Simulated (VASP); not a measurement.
The system is HfN.

```
CELL_PARAMETERS angstrom
0.00000 2.25600 2.25600
2.25600 0.00000 2.25600
2.25600 2.25600 0.00000
ATOMIC_POSITIONS crystal
Hf 0.00000 0.00000 0.00000
N 0.50000 0.50000 0.50000
```

- Program: VASP 6.6.1
- Task: relaxation of cell and atoms
- Functional: PBEsol
- Potentials or basis: VASP PAW PBE potentials, release 64 (Hf_pv, N)
- Cutoff: 600 eV
- k mesh: 13 × 13 × 13
- Occupations: methfessel-paxton, width 0.1 eV
- Spin: no spin polarisation

At the start: pressure -4.2 GPa; volume 11.48 Å³/atom.

Q: How do energy, volume and symmetry change on relaxing?

A: Over 3 steps the energy falls by 2.3 meV/atom and the volume is 11.31 Å³/atom (-1.5 %); space group Fm-3m (No. 225, to 0.05 Å).

The path:
| step | energy change (eV) | largest force (eV/Å) | pressure (GPa) | volume (Å³) |
| --- | --- | --- | --- | --- |
| 1 | 0.0000 | 0.0000 | -4.24 | 22.96 |
| 2 | 0.0135 | 0.0000 | 9.14 | 21.97 |
| 3 | -0.0046 | 0.0000 | -0.03 | 22.63 |

Final structure:
```
Hf N
1.0
     0.00000    2.24485    2.24485
     2.24485    0.00000    2.24485
     2.24485    2.24485    0.00000
Hf N
1 1
Direct
  0.00000 0.00000 0.00000
  0.50000 0.50000 0.50000
```

Caveat: the PAW data sets were made with another functional, which shifts forces and pressure a little.
